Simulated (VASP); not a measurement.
# AlZn3 (Pm-3n) in VASP: notebook

AlZn3 is run at these levels: PBEsol, PBE; tasks: single point, relaxation of cell and atoms.

Program: VASP 6.6.1. These are calculated values, not measurements. Logs are shortened: lines on timing, memory, paths and dates and some standing lists are left out, and cuts for length are marked.

**1. The cell of the first run**

Symmetry: Pm-3n, No. 223, cubic system. The conventional cell has a = 5.040 Å, b = 5.040 Å, c = 5.040 Å, α = 90.00°, β = 90.00°, γ = 90.00°. Al (site symmetry m-3) has 12 Zn at 2.82 Å within 3.7 Å. Within 3.3 Å of Zn (site symmetry -4m2) lie 10 Zn at 2.52 to 3.09 Å and 4 Al at 2.82 Å.

**2. Single point, PBEsol**

File INCAR:

```
SYSTEM = AlZn3
PREC = Accurate
ENCUT = 520
EDIFF = 1E-6
ISMEAR = 0
SIGMA = 0.1
LREAL = .FALSE.
LASPH = .TRUE.
NELM = 80
ALGO = Fast
ISIF = 2
LWAVE = .FALSE.
LCHARG = .TRUE.
GGA = PS
LELF = .TRUE.
LVHAR = .TRUE.
NBANDS = 49
```

File KPOINTS:

```
Automatic mesh
0
G
  8 8 8
  0 0 0
```

File POSCAR:

```
AlZn3
1.0
    5.0402626089      0.0000000000      0.0000000000
    0.0000000000      5.0402626089      0.0000000000
    0.0000000000      0.0000000000      5.0402626089
Al Zn
2 6
Direct
    0.0000000000      0.0000000000      0.0000000000
    0.5000000000      0.5000000000      0.5000000000
    0.2500000000      0.0000000000      0.5000000000
    0.5000000000      0.7500000000      0.0000000000
    0.7500000000      0.0000000000      0.5000000000
    0.5000000000      0.2500000000      0.0000000000
    0.0000000000      0.5000000000      0.7500000000
    0.0000000000      0.5000000000      0.2500000000
```

Potentials or basis: VASP PAW PBE potentials, release 64 (Al, Zn).

Command:

```sh
cat potpaw_PBE.64/Al/POTCAR potpaw_PBE.64/Zn/POTCAR > POTCAR
mpirun -np 1 vasp_std > vasp.out
```

OUTCAR:

```text
SYSTEM = AlZn3
   PREC = Accurate
   ENCUT = 520
   EDIFF = 1E-6
   ISMEAR = 0
   LREAL = .FALSE.
   LASPH = .TRUE.
   NELM = 80
   ISIF = 2
   GGA = PS

 ion  position               nearest neighbor table
   1  0.000  0.000  0.000-   3 2.82   4 2.82   5 2.82   6 2.82   7 2.82   8 2.82   3 2.82   5 2.82
                             7 2.82   8 2.82   4 2.82   6 2.82
   2  0.500  0.500  0.500-   3 2.82   4 2.82   5 2.82   6 2.82   7 2.82   8 2.82   4 2.82   6 2.82
                             3 2.82   5 2.82   7 2.82   8 2.82
   3  0.250  0.000  0.500-   5 2.52   5 2.52   1 2.82   1 2.82   2 2.82   2 2.82
   4  0.500  0.750  0.000-   6 2.52   6 2.52   1 2.82   2 2.82   2 2.82   1 2.82
   5  0.750  0.000  0.500-   3 2.52   3 2.52   1 2.82   1 2.82   2 2.82   2 2.82
   6  0.500  0.250  0.000-   4 2.52   4 2.52   1 2.82   2 2.82   2 2.82   1 2.82
   7  0.000  0.500  0.750-   8 2.52   8 2.52   1 2.82   2 2.82   1 2.82   2 2.82
   8  0.000  0.500  0.250-   7 2.52   7 2.52   1 2.82   2 2.82   1 2.82   2 2.82

  LATTYP: Found a simple cubic cell.
 ALAT       =     5.0402626089

  Lattice vectors:

 A1 = (   5.0402626089,   0.0000000000,   0.0000000000)
 A2 = (   0.0000000000,   5.0402626089,   0.0000000000)
 A3 = (   0.0000000000,   0.0000000000,   5.0402626089)

Analysis of symmetry for initial positions (statically):
=====================================================================
 Subroutine PRICEL returns:
 Original cell was already a primitive cell.

 Routine SETGRP: Setting up the symmetry group for a
 simple cubic supercell.

 Subroutine GETGRP returns: Found 48 space group operations
 (whereof 24 operations were pure point group operations)
 out of a pool of 48 trial point group operations.

The static configuration has the point symmetry T_h .
 The point group associated with its full space group is O_h .

Analysis of symmetry for dynamics (positions and initial velocities):
=====================================================================
 Subroutine PRICEL returns:
 Original cell was already a primitive cell.

 Routine SETGRP: Setting up the symmetry group for a
 simple cubic supercell.

 Subroutine GETGRP returns: Found 48 space group operations
 (whereof 24 operations were pure point group operations)
 out of a pool of 48 trial point group operations.

The dynamic configuration has the point symmetry T_h .
 The point group associated with its full space group is O_h .

 Subroutine INISYM returns: Found 48 space group operations
 (whereof 24 operations are pure point group operations),
 and found     1 'primitive' translations

----------------------------------------------------------------------------------------

                                     Primitive cell

  volume of cell :     128.0441

  direct lattice vectors                    reciprocal lattice vectors
     5.040262609  0.000000000  0.000000000     0.198402361  0.000000000  0.000000000
     0.000000000  5.040262609  0.000000000     0.000000000  0.198402361  0.000000000
     0.000000000  0.000000000  5.040262609     0.000000000  0.000000000  0.198402361

  length of vectors
     5.040262609  5.040262609  5.040262609     0.198402361  0.198402361  0.198402361

  position of ions in fractional coordinates (direct lattice)
     0.000000000  0.000000000  0.000000000
     0.500000000  0.500000000  0.500000000
     0.250000000  0.000000000  0.500000000
     0.500000000  0.750000000  0.000000000
     0.750000000  0.000000000  0.500000000
     0.500000000  0.250000000  0.000000000
     0.000000000  0.500000000  0.750000000
     0.000000000  0.500000000  0.250000000

  ion indices of the primitive-cell ions
   primitive index   ion index
                 1           1
                 2           2
                 3           3
                 4           4
                 5           5
                 6           6
                 7           7
                 8           8

----------------------------------------------------------------------------------------

 KPOINTS: Automatic mesh

Automatic generation of k-mesh.
 Grid dimensions read from file:
 generate k-points for:    8    8    8

 Generating k-lattice:

  Cartesian coordinates                     Fractional coordinates (reciprocal lattice)
     0.024800295  0.000000000  0.000000000     0.125000000  0.000000000  0.000000000
     0.000000000  0.024800295  0.000000000     0.000000000  0.125000000  0.000000000
     0.000000000  0.000000000  0.024800295     0.000000000  0.000000000  0.125000000

  Length of vectors
     0.024800295  0.024800295  0.024800295

  Shift w.r.t. Gamma in fractional coordinates (k-lattice)
     0.000000000  0.000000000  0.000000000

 Subroutine IBZKPT returns following result:
 ===========================================

 Found     35 irreducible k-points:

 Following reciprocal coordinates:
            Coordinates               Weight
  0.000000  0.000000  0.000000      1.000000
  0.125000  0.000000  0.000000      6.000000
  0.250000  0.000000  0.000000      6.000000
  0.375000  0.000000  0.000000      6.000000
  0.500000  0.000000  0.000000      3.000000
  0.125000  0.125000  0.000000     12.000000
[... 16 lines left out ...]
  0.375000  0.375000  0.125000     24.000000
  0.500000  0.375000  0.125000     24.000000
 [... further k-points ...]
   k-points           NKPTS =     35   k-points in BZ     NKDIM =     35   number of bands    NBANDS=     49
   number of dos      NEDOS =    301   number of ions     NIONS =      8
   total plane-waves  NPLWV =  64000
   dimension x,y,z NGX =    40 NGY =   40 NGZ =   40
   dimension x,y,z NGXF=    80 NGYF=   80 NGZF=   80
   ions per type =               2   6
   NGX,Y,Z   is equivalent  to a cutoff of  13.19, 13.19, 13.19 a.u.
   NGXF,Y,Z  is equivalent  to a cutoff of  26.39, 26.39, 26.39 a.u.
 SYSTEM =  AlZn3
   PREC   = accura    normal or accurate (medium, high low for compatibility)
   ISTART =      0    job   : 0-new  1-cont  2-samecut
   ICHARG =      2    charge: 1-file 2-atom 10-const
   ISPIN  =      1    spin polarized calculation?
   LNONCOLLINEAR =      F non collinear calculations
   LSORBIT =      F    spin-orbit coupling
   LASPH  =      T    aspherical Exc in radial PAW
   ENCUT  =  520.0 eV  38.22 Ry    6.18 a.u.   9.37  9.37  9.37*2*pi/ulx,y,z
   NELM   =     80;   NELMIN=  2; NELMDL= -5     # of ELM steps
   EDIFF  = 0.1E-05   stopping-criterion for ELM
   LREAL  =      F    real-space projection
   EDIFFG = 0.1E-04   stopping-criterion for IOM
   NSW    =      0    number of steps for IOM
   IBRION =     -1    ionic relax: 0-MD 1-quasi-New 2-CG
   NFREE  =      0    steps in history (QN), initial steepest desc. (CG)
   ISIF   =      2    stress and relaxation
   ISYM   =      2    0-nonsym 1-usesym 2-fastsym
   POTIM  = 0.5000    time-step for ionic-motion
   TEBEG  =    0.0;   TEEND  =   0.0 temperature during run
   PSTRESS=    0.0 pullay stress
   NELECT =      78.0000    total number of electrons
   NUPDOWN=      -1.0000    fix difference up-down
   EMIN   =  10.00;   EMAX   =-10.00  energy-range for DOS
   EFERMI =   0.00;   METHOD = LEGACY
   ISMEAR =     0;   SIGMA  =   0.10  broadening in eV -4-tet -1-fermi 0-gaus
   EFERMI_NEDOS =   21; number of points for ismear=-14 and -15
   IALGO  =     68    algorithm
   IMIX   =      4    mixing-type and parameters
     AMIX     =   0.40;   BMIX     =  1.00
     AMIX_MAG =   1.60;   BMIX_MAG =  1.00
  volume/ion in A,a.u.               =      16.01       108.01
  Fermi-wavevector in a.u.,A,eV,Ry     =   1.387778  2.622519 26.203822  1.925927
  Thomas-Fermi vector in A             =   2.511966
   LORBIT       =      0    0 simple, 1 ext, 2 COOP (PROOUT), +10 PAW based schemes
   GGA     = PS    functional components
   LHFCALC =     F    Hartree Fock is set to
   AEXX    =    0.0000 exact exchange contribution
   IVDW    =     0    specifies the selected vdW correction
   LEPSILON=     F    determine dielectric tensor
   LRPA    =     F    only Hartree local field effects (RPA)
 non-spin polarized calculation
 RMM-DIIS sequential band-by-band and
 Gauss-broadening in eV      SIGMA  =   0.10
  energy-cutoff  :      520.00
  volume of cell :      128.04
 maximum number of plane-waves:      3478
 NGX is ok and might be reduce to    40
   NGX = 19   NGY = 19   NGZ = 19

 number of electron      78.0000140 magnetization

 Free energy of the ion-electron system (eV)
  ---------------------------------------------------
  ext. energy  EPLUGINS =         0.00000000
  ---------------------------------------------------
  free energy    TOTEN  =       -16.98648651 eV

  energy without entropy =      -16.96508239  energy(sigma->0) =      -16.97578445

 E-fermi :   4.0779     XC(G=0): -11.1696

 val. band max:        4.0727588691   @ k =   0.3750   0.2500   0.1250
 cond. band min:       4.1020678444   @ k =   0.5000   0.5000   0.0000
 fundamental gap:      0.0293089753
 Fermi energy:         4.0778552817

 k-point     1 :       0.0000    0.0000    0.0000
  band No.  band energies     occupation
      1      -6.3496      2.00000
      2      -4.1858      2.00000
      3      -4.1858      2.00000
      4      -4.0269      2.00000
      5      -4.0193      2.00000
      6      -3.9296      2.00000
[... 41 lines left out ...]
     48       7.0907      0.00000
     49       7.0907      0.00000

 k-point     2 :       0.1250    0.0000    0.0000
  band No.  band energies     occupation
      1      -6.2559      2.00000
      2      -4.1941      2.00000
      3      -4.1567      2.00000
      4      -4.0926      2.00000
      5      -4.0060      2.00000
      6      -3.9173      2.00000
[... 41 lines left out ...]
     48       8.0543      0.00000
     49       8.0543      0.00000

 k-point     3 :       0.2500    0.0000    0.0000
  band No.  band energies     occupation
      1      -5.9785      2.00000
      2      -4.2391      2.00000
      3      -4.1629      2.00000
      4      -4.1228      2.00000
      5      -3.9228      2.00000
      6      -3.8849      2.00000
[... 1081 lines left out ...]
     48      10.4463      0.00000
     49      10.9274      0.00000

 k-point    24 :       0.5000    0.3750    0.1250
  band No.  band energies     occupation
      1      -4.3873      2.00000
      2      -4.2747      2.00000
      3      -4.1057      2.00000
      4      -3.9297      2.00000
      5      -3.7952      2.00000
      6      -3.7853      2.00000
[... 41 lines left out ...]
     48       9.8738      0.00000
     49      11.1354      0.00000

 [... further k-points ...]

------------------------ aborting loop because EDIFF is reached ----------------------------------------

  FORCE on cell =-STRESS in cart. coord.  units (eV):
  Direction    XX          YY          ZZ          XY          YZ          ZX
  --------------------------------------------------------------------------------------
  -------------------------------------------------------------------------------------
  Total       -2.9352021     -2.9352021     -2.9352021      0.0000000      0.0000000     -0.0000000
  in kB      -36.7273082    -36.7273082    -36.7273082      0.0000000      0.0000000     -0.0000000
  external PRESSURE =     -36.7273082 kB  Pullay stress =       0.0000000 kB

 VOLUME and BASIS-vectors are now :
 -----------------------------------------------------------------------------
  energy-cutoff  :      520.00
  volume of cell :      128.04
      direct lattice vectors                 reciprocal lattice vectors
     5.040262609  0.000000000  0.000000000     0.198402361  0.000000000  0.000000000
     0.000000000  5.040262609  0.000000000     0.000000000  0.198402361  0.000000000
     0.000000000  0.000000000  5.040262609     0.000000000  0.000000000  0.198402361

 POSITION                                       TOTAL-FORCE (eV/Angst)
 -----------------------------------------------------------------------------------
      0.00000      0.00000      0.00000        -0.000000     -0.000000      0.000000
      2.52013      2.52013      2.52013        -0.000000     -0.000000      0.000000
      1.26007      0.00000      2.52013        -0.000000     -0.000000     -0.000000
      2.52013      3.78020      0.00000        -0.000000     -0.000000     -0.000000
      3.78020      0.00000      2.52013         0.000000      0.000000      0.000000
      2.52013      1.26007      0.00000         0.000000     -0.000000      0.000000
      0.00000      2.52013      3.78020         0.000000      0.000000      0.000000
      0.00000      2.52013      1.26007         0.000000      0.000000      0.000000
 -----------------------------------------------------------------------------------
    total drift:                               -0.000000     -0.000000      0.000000

  FREE ENERGIE OF THE ION-ELECTRON SYSTEM (eV)
  ---------------------------------------------------
  free  energy   TOTEN  =       -16.9864865076 eV

  energy  without entropy=      -16.9650823945  energy(sigma->0) =      -16.97578445
```

Wall time 2.3 min (1 thread of AMD EPYC 9R45 (Zen 5), shared host); peak memory 0.3 GiB.

What came out:

- Free energy: -16.9865 eV
- Pressure: -3.7 GPa
- Band gap on the k mesh: zero (bands 39 and 40 overlap by 7.56 eV)

Caveat: the cell stands under tension; the PAW data sets were made with another functional, which shifts forces and pressure a little.

(Part 1 of 2 ends here.)

The gap in the log of VASP goes by the Fermi energy; the results here count the filled bands.